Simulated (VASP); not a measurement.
# Ti2B (CdCl2 type) (R-3m) in VASP: a series of runs

Ti2B (CdCl2 type) is run at these levels: r2SCAN; tasks: single point.

All numbers are computed with VASP 6.6.1; they aren't measurements. Logs are shortened: lines on timing, memory, paths and dates and some standing lists are left out, and cuts for length are marked.

## 1. The cell of the first run

The structure is trigonal, space group R-3m (No. 166). The conventional cell has a = 3.202 Å, b = 3.202 Å, c = 14.426 Å, α = 90.00°, β = 90.00°, γ = 120.00°. Within 2.9 Å of B (site symmetry -3m) lie 6 Ti at 2.21 Å. Within 2.9 Å of Ti (site symmetry 3m) lie 3 B at 2.21 Å.

## 2. Single point, r2SCAN

POSCAR reads:

```
Ti2B
1.0
    1.6011482654     -0.9244233820      4.8088121456
    0.0000000000      1.8488467641      4.8088121456
   -1.6011482654     -0.9244233820      4.8088121456
B Ti
1 2
Direct
    0.0000000000      0.0000000000      0.0000000000
    0.2500040455      0.2500040455      0.2500040455
    0.7499959545      0.7499959545      0.7499959545
```

INCAR.step1 reads:

```
  PREC = Accurate
  ENCUT = 520
  ISMEAR = -1
  SIGMA = 0.05
  LREAL = False
  LASPH = True
  NELM = 100
  NBANDS = 20
  GGA = PE
  ALGO = Normal
  EDIFF = 1E-4
  LWAVE = True
  LCHARG = False
```

INCAR.step2 reads:

```
  PREC = Accurate
  ENCUT = 520
  EDIFF = 1E-6
  ISMEAR = -1
  SIGMA = 0.05
  LREAL = False
  LASPH = True
  NELM = 100
  ALGO = Normal
  ISIF = 2
  LWAVE = False
  LCHARG = True
  METAGGA = R2SCAN
  LMIXTAU = True
  LELF = True
  LVHAR = True
  NBANDS = 20
  ISTART = 1
```

KPOINTS reads:

```
Automatic mesh
0
Gamma
  14 14 14
```

Potentials or basis: VASP PAW PBE potentials, release 64 (B, Ti_sv).

Run with:

```
$ cat potpaw_PBE.64/B/POTCAR potpaw_PBE.64/Ti_sv/POTCAR > POTCAR
$ cp INCAR.step1 INCAR
$ mpirun -np 1 vasp_std > vasp.out
$ cp INCAR.step2 INCAR
$ mpirun -np 1 vasp_std > vasp.out
```

OUTCAR:

```text
PREC = Accurate
   ENCUT = 520
   EDIFF = 1E-6
   ISMEAR = -1
   LREAL = False
   LASPH = True
   NELM = 100
   ISIF = 2
   METAGGA = R2SCAN
   ISTART = 1

 ion  position               nearest neighbor table
   1  0.000  0.000  0.000-   3 2.21   3 2.21   2 2.21   2 2.21   2 2.21   3 2.21
   2  0.250  0.250  0.250-   1 2.21   1 2.21   1 2.21
   3  0.750  0.750  0.750-   1 2.21   1 2.21   1 2.21

  LATTYP: Found a trigonal (rhomboedric) cell.
 ALAT       =     5.1519810373
 COS(alpha) =     0.8068278194

  Lattice vectors:

 A1 = (   1.6011482654,  -0.9244233820,   4.8088121456)
 A2 = (   0.0000000000,   1.8488467641,   4.8088121456)
 A3 = (  -1.6011482654,  -0.9244233820,   4.8088121456)

Analysis of symmetry for initial positions (statically):
=====================================================================
 Subroutine PRICEL returns:
 Original cell was already a primitive cell.

 Routine SETGRP: Setting up the symmetry group for a
 trigonal (rhombohedral) supercell.

 Subroutine GETGRP returns: Found 12 space group operations
 (whereof 12 operations were pure point group operations)
 out of a pool of 12 trial point group operations.

The static configuration has the point symmetry D_3d.

Analysis of symmetry for dynamics (positions and initial velocities):
=====================================================================
 Subroutine PRICEL returns:
 Original cell was already a primitive cell.

 Routine SETGRP: Setting up the symmetry group for a
 trigonal (rhombohedral) supercell.

 Subroutine GETGRP returns: Found 12 space group operations
 (whereof 12 operations were pure point group operations)
 out of a pool of 12 trial point group operations.

The dynamic configuration has the point symmetry D_3d.

 Subroutine INISYM returns: Found 12 space group operations
 (whereof 12 operations are pure point group operations),
 and found     1 'primitive' translations

----------------------------------------------------------------------------------------

                                     Primitive cell

  volume of cell :      42.7063

  direct lattice vectors                    reciprocal lattice vectors
     1.601148265 -0.924423382  4.808812146     0.312275890 -0.180292569  0.069317188
     0.000000000  1.848846764  4.808812146     0.000000000  0.360585139  0.069317188
    -1.601148265 -0.924423382  4.808812146    -0.312275890 -0.180292569  0.069317188

  length of vectors
     5.151981037  5.151981037  5.151981037     0.367187302  0.367187302  0.367187302

  position of ions in fractional coordinates (direct lattice)
     0.000000000  0.000000000  0.000000000
     0.250004045  0.250004045  0.250004045
     0.749995955  0.749995955  0.749995955

  ion indices of the primitive-cell ions
   primitive index   ion index
                 1           1
                 2           2
                 3           3

----------------------------------------------------------------------------------------

 KPOINTS: Automatic mesh

Automatic generation of k-mesh.
 Grid dimensions read from file:
 generate k-points for:   14   14   14

 Generating k-lattice:

  Cartesian coordinates                     Fractional coordinates (reciprocal lattice)
     0.022305421 -0.012878041  0.004951228     0.071428571 -0.000000000 -0.000000000
     0.000000000  0.025756081  0.004951228     0.000000000  0.071428571  0.000000000
    -0.022305421 -0.012878041  0.004951228    -0.000000000 -0.000000000  0.071428571

  Length of vectors
     0.026227664  0.026227664  0.026227664

  Shift w.r.t. Gamma in fractional coordinates (k-lattice)
     0.000000000  0.000000000  0.000000000

 Subroutine IBZKPT returns following result:
 ===========================================

 Found    288 irreducible k-points:

 Following reciprocal coordinates:
            Coordinates               Weight
  0.000000  0.000000  0.000000      1.000000
  0.071429  0.000000  0.000000      6.000000
  0.142857  0.000000  0.000000      6.000000
  0.214286  0.000000  0.000000      6.000000
  0.285714  0.000000  0.000000      6.000000
  0.357143  0.000000  0.000000      6.000000
[... 16 lines left out ...]
  0.214286  0.142857  0.000000     12.000000
  0.285714  0.142857  0.000000     12.000000
 [... further k-points ...]
   k-points           NKPTS =    288   k-points in BZ     NKDIM =    288   number of bands    NBANDS=     20
   number of dos      NEDOS =    301   number of ions     NIONS =      3
   total plane-waves  NPLWV =  64000
   dimension x,y,z NGX =    40 NGY =   40 NGZ =   40
   dimension x,y,z NGXF=    80 NGYF=   80 NGZF=   80
   ions per type =               1   2
   NGX,Y,Z   is equivalent  to a cutoff of  12.91, 12.91, 12.91 a.u.
   NGXF,Y,Z  is equivalent  to a cutoff of  25.81, 25.81, 25.81 a.u.
 SYSTEM =  unknown system
   PREC   = accura    normal or accurate (medium, high low for compatibility)
   ISTART =      1    job   : 0-new  1-cont  2-samecut
   ICHARG =      0    charge: 1-file 2-atom 10-const
   ISPIN  =      1    spin polarized calculation?
   LNONCOLLINEAR =      F non collinear calculations
   LSORBIT =      F    spin-orbit coupling
   LASPH  =      T    aspherical Exc in radial PAW
   ENCUT  =  520.0 eV  38.22 Ry    6.18 a.u.   9.58  9.58  9.58*2*pi/ulx,y,z
   NELM   =    100;   NELMIN=  2; NELMDL=  0     # of ELM steps
   EDIFF  = 0.1E-05   stopping-criterion for ELM
   LREAL  =      F    real-space projection
   EDIFFG = 0.1E-04   stopping-criterion for IOM
   NSW    =      0    number of steps for IOM
   IBRION =     -1    ionic relax: 0-MD 1-quasi-New 2-CG
   NFREE  =      0    steps in history (QN), initial steepest desc. (CG)
   ISIF   =      2    stress and relaxation
   ISYM   =      2    0-nonsym 1-usesym 2-fastsym
   POTIM  = 0.5000    time-step for ionic-motion
   TEBEG  =    0.0;   TEEND  =   0.0 temperature during run
   PSTRESS=    0.0 pullay stress
   NELECT =      27.0000    total number of electrons
   NUPDOWN=      -1.0000    fix difference up-down
   EMIN   =  10.00;   EMAX   =-10.00  energy-range for DOS
[... 5 lines left out ...]
     AMIX     =   0.40;   BMIX     =  1.00
     AMIX_MAG =   1.60;   BMIX_MAG =  1.00
  volume/ion in A,a.u.               =      14.24        96.07
  Fermi-wavevector in a.u.,A,eV,Ry     =   1.405073  2.655203 26.861034  1.974230
  Thomas-Fermi vector in A             =   2.527571
   LORBIT       =      0    0 simple, 1 ext, 2 COOP (PROOUT), +10 PAW based schemes
   METAGGA = R2SCAN    functional components
   LHFCALC =     F    Hartree Fock is set to
   AEXX    =    0.0000 exact exchange contribution
   IVDW    =     0    specifies the selected vdW correction
   LEPSILON=     F    determine dielectric tensor
   LRPA    =     F    only Hartree local field effects (RPA)
 non-spin polarized calculation
  energy-cutoff  :      520.00
  volume of cell :       42.71
 maximum number of plane-waves:      1164
 NGX is ok and might be reduce to    40
   NGX = 19   NGY = 19   NGZ = 19

 number of electron      27.0000003 magnetization

 Free energy of the ion-electron system (eV)
  ---------------------------------------------------
  ext. energy  EPLUGINS =         0.00000000
  ---------------------------------------------------
  free energy    TOTEN  =       -34.20815896 eV

  energy without entropy =      -34.18853272  energy(sigma->0) =      -34.19834584

 E-fermi :   7.0987     XC(G=0): -12.2949

 val. band max:        7.0978428121   @ k =  -0.4286   0.3571   0.1429
 cond. band min:       7.1005868543   @ k =  -0.1429  -0.4286   0.0714
 fundamental gap:      0.0027440422
 Fermi energy:         7.0987042570

 k-point     1 :       0.0000    0.0000    0.0000
  band No.  band energies     occupation
      1     -51.6522      2.00000
      2     -51.5732      2.00000
      3     -27.0759      2.00000
      4     -26.7311      2.00000
      5     -26.7311      2.00000
      6     -26.6597      2.00000
[... 12 lines left out ...]
     19      10.6323      0.00000
     20      10.6323      0.00000

 k-point     2 :       0.0714    0.0000    0.0000
  band No.  band energies     occupation
      1     -51.6498      2.00000
      2     -51.5728      2.00000
      3     -27.0686      2.00000
      4     -26.7416      2.00000
      5     -26.7330      2.00000
      6     -26.6722      2.00000
[... 12 lines left out ...]
     19      10.6000      0.00000
     20      10.7089      0.00000

 k-point     3 :       0.1429    0.0000    0.0000
  band No.  band energies     occupation
      1     -51.6431      2.00000
      2     -51.5719      2.00000
      3     -27.0474      2.00000
      4     -26.7708      2.00000
      5     -26.7381      2.00000
      6     -26.7074      2.00000
[... 12 lines left out ...]
     19      10.5139      0.00000
     20      10.9472      0.00000

 k-point     4 :       0.2143    0.0000    0.0000
  band No.  band energies     occupation
      1     -51.6330      2.00000
      2     -51.5712      2.00000
      3     -27.0139      2.00000
      4     -26.8125      2.00000
      5     -26.7582      2.00000
      6     -26.7450      2.00000
[... 12 lines left out ...]
     19      10.4052      0.00000
     20      11.2446      0.00000

 k-point     5 :       0.2857    0.0000    0.0000
  band No.  band energies     occupation
      1     -51.6207      2.00000
      2     -51.5713      2.00000
      3     -26.9711      2.00000
      4     -26.8578      2.00000
      5     -26.8145      2.00000
      6     -26.7519      2.00000
[... 12 lines left out ...]
     19      10.3221      0.00000
     20      11.3935      0.00000
[... 353 lines left out ...]
      6     -26.6980      2.00000
[... 12 lines left out ...]
     19      10.6054      0.00000
     20      10.8318      0.00000

 k-point    22 :       0.1429    0.1429    0.0000
  band No.  band energies     occupation
      1     -51.6421      2.00000
      2     -51.5730      2.00000
      3     -27.0438      2.00000
      4     -26.7574      2.00000
      5     -26.7473      2.00000
      6     -26.7269      2.00000
[... 12 lines left out ...]
     19      10.6588      0.00000
     20      10.7042      0.00000

 k-point    23 :       0.2143    0.1429    0.0000
  band No.  band energies     occupation
      1     -51.6355      2.00000
      2     -51.5727      2.00000
      3     -27.0247      2.00000
      4     -26.7807      2.00000
      5     -26.7661      2.00000
      6     -26.7491      2.00000
[... 12 lines left out ...]
     19      10.5006      0.00000
     20      11.0203      0.00000

 k-point    24 :       0.2857    0.1429    0.0000
  band No.  band energies     occupation
      1     -51.6259      2.00000
      2     -51.5725      2.00000
      3     -26.9970      2.00000
      4     -26.8151      2.00000
      5     -26.8088      2.00000
      6     -26.7522      2.00000
[... 12 lines left out ...]
     19      10.3742      0.00000
     20      11.4164      0.00000

 [... further k-points ...]
[... 5 lines left out ...]
  --------------------------------------------------------------------------------------
  -------------------------------------------------------------------------------------
  Total        0.1237800      0.1237800      0.1057017      0.0000000      0.0000000      0.0000000
  in kB        4.6437582      4.6437582      3.9655276      0.0000000      0.0000000      0.0000000
  external PRESSURE =       4.4176813 kB  Pullay stress =       0.0000000 kB

 VOLUME and BASIS-vectors are now :
 -----------------------------------------------------------------------------
  energy-cutoff  :      520.00
  volume of cell :       42.71
      direct lattice vectors                 reciprocal lattice vectors
     1.601148265 -0.924423382  4.808812146     0.312275890 -0.180292569  0.069317188
     0.000000000  1.848846764  4.808812146     0.000000000  0.360585139  0.069317188
    -1.601148265 -0.924423382  4.808812146    -0.312275890 -0.180292569  0.069317188

 POSITION                                       TOTAL-FORCE (eV/Angst)
 -----------------------------------------------------------------------------------
      0.00000      0.00000      0.00000         0.000000      0.000000      0.000000
      0.00000      0.00000      3.60667         0.000000     -0.000000     -0.048497
      0.00000      0.00000     10.81977         0.000000      0.000000      0.048497
 -----------------------------------------------------------------------------------
    total drift:                               -0.000000     -0.000000      0.000000

  FREE ENERGIE OF THE ION-ELECTRON SYSTEM (eV)
  ---------------------------------------------------
  free  energy   TOTEN  =       -34.2081589595 eV

  energy  without entropy=      -34.1885327224  energy(sigma->0) =      -34.19834584
```

It took 27 min on 1 thread of AMD EPYC 9R45 (Zen 5), shared host; peak memory 0.38 GiB.

What came out:

```
Free energy   : -34.2082 eV
Pressure      : 0.4 GPa
Largest force : 0.048 eV/Å
```

Forces on the atoms (eV/Å):
```
B    0.000  0.000  0.000
Ti   0.000  0.000 -0.048
Ti   0.000  0.000  0.048
```

Caveat: the PAW data sets were made with another functional, which shifts forces and pressure a little.

## 3. Single point, r2SCAN (volume scaled by 0.5)

POSCAR reads:

```
Ti2B
1.0
    1.3903501034     -0.8027190064      3.1887653892
    0.0000000000      1.6054380130      3.1887653891
   -1.3903501034     -0.8027190064      3.1887653892
B Ti
1 2
Direct
    0.0000000000      0.0000000000      0.0000000000
    0.2326288388      0.2326288388      0.2326288388
    0.7673711612      0.7673711612      0.7673711612
```

INCAR.step1 reads:

```
SYSTEM = Ti2B
PREC = Accurate ; ENCUT = 520
ISMEAR = -1 ; SIGMA = 0.05
LREAL = .False. ; LASPH = .True.
NELM = 100 ; NBANDS = 20
GGA = PE ; ALGO = Normal
EDIFF = 1E-4 ; LWAVE = .True.
LCHARG = .False.
```

INCAR.step2 reads:

```
SYSTEM = Ti2B
PREC = Accurate ; ENCUT = 520
EDIFF = 1E-6 ; ISMEAR = -1
SIGMA = 0.05 ; LREAL = .False.
LASPH = .True. ; NELM = 100
ALGO = Normal ; ISIF = 2
LWAVE = .False. ; LCHARG = .False.
METAGGA = R2SCAN ; LMIXTAU = .True.
NBANDS = 20 ; ISTART = 1
```

KPOINTS reads:

```
Automatic mesh
0
Gamma
  14 14 14
  0 0 0
```

Potentials or basis: VASP PAW PBE potentials, release 64 (B, Ti_sv).

Run with:

```
$ cat potpaw_PBE.64/B/POTCAR potpaw_PBE.64/Ti_sv/POTCAR > POTCAR
$ cp INCAR.step1 INCAR
$ mpirun -np 1 vasp_std > vasp.out
$ cp INCAR.step2 INCAR
$ mpirun -np 1 vasp_std > vasp.out
```

Wall time 10 min (1 thread of AMD EPYC 9R45 (Zen 5), shared host); peak memory 0.22 GiB.

It converged, with:

* Free energy: -23.7207 eV
* Pressure: 273.6 GPa
* Largest force: 0.571 eV/Å

Forces in eV/Å, atoms in the order of the input:
```
B    0.000  0.000  0.000
Ti   0.000  0.000  0.571
Ti   0.000  0.000 -0.571
```

Stress tensor (GPa, compression positive):
```
273.46   0.00   0.00
  0.00 273.46   0.00
  0.00   0.00 274.01
```

Levels at points of the mesh, in eV from the Fermi level:
```csv
k point,band 12,band 13,band 14,band 15,band 16,band 17
"(0.00, 0.00, 0.00)",-4.80,-2.22,-2.22,3.56,5.67,5.67
"(0.50, 0.00, 0.00)",-2.05,-0.83,0.79,1.49,3.67,4.34
"(0.50, 0.50, 0.00)",-3.10,-1.27,0.91,2.55,4.29,5.09
"(0.50, 0.50, 0.50)",-1.62,-0.96,-0.96,-0.95,0.96,0.96
```

Caveat: the PAW data sets were made with another functional, which shifts forces and pressure a little.
